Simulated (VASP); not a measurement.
Set up this calculation in VASP 6.6.1, as the native input.

- Task: relaxation of cell and atoms
- Functional: LDA
- Potentials or basis: VASP PAW LDA potentials, release 64 (Ta_pv)
- Cutoff: 600 eV
- k mesh: 24 × 24 × 24
- Occupations: fermi-dirac, width 0.08 eV
- Spin: no spin polarisation
- Target pressure: 4 GPa
- Dipole correction: no
- Further INCAR settings: ALGO = Normal; EDIFF = 1e-07; IBRION = 2; EDIFFG = -0.002; NSW = 100; ISIF = 3

The structure of Ta lies in POSCAR:

```
Ta
1.0
   -1.6268863385      1.6268863385      1.6268863385
    1.6268863385     -1.6268863385      1.6268863385
    1.6268863385      1.6268863385     -1.6268863385
Ta
1
Direct
    0.0000000000      0.0000000000      0.0000000000
```

These files were run (other wordings do the same):

INCAR

```
SYSTEM = Ta
  PREC = Accurate
  ENCUT = 600
  EDIFF = 1E-7
  ISMEAR = -1
  SIGMA = 0.08
  LREAL = .FALSE.
  LASPH = .TRUE.
  NELM = 80
  ALGO = Normal
  ISIF = 3
  LWAVE = .FALSE.
  LCHARG = .FALSE.
  IBRION = 2
  NSW = 100
  EDIFFG = -0.002
  PSTRESS = 40.0
```

KPOINTS

```
Automatic mesh
0
G
  24 24 24
  0 0 0
```

Potentials or basis: VASP PAW LDA potentials, release 64 (Ta_pv).

The run is started by

```bash
$ cat potpaw_LDA.64/Ta_pv/POTCAR > POTCAR
$ mpirun -np 1 vasp_std > vasp.out
```

It gave:

```json
{
 "Relaxed volume": "16.99 Å³/atom",
 "Relaxed cell": "a = 2.805 Å, b = 2.805 Å, c = 2.805 Å, α = 109.47°, β = 109.47°, γ = 109.47°",
 "Space group after relaxing (to 0.1 Å)": "Im-3m (No. 229)",
 "Energy change on relaxing (the run minimises the enthalpy)": "+3.6 meV/atom",
 "Ionic steps": "4",
 "Pressure after relaxing": "4.0 GPa",
 "Band gap on the k mesh": "zero (an odd number of electrons rules out a gap without spin polarisation)"
}
```

Caveat: the cell is relaxed towards a set pressure, so the run minimises the enthalpy, not the energy; spin-orbit coupling is left out, which moves the levels of the heavy elements.

It took 4.1 min on 1 thread of AMD EPYC 7R13, on a shared host, peak memory 0.19 GiB.
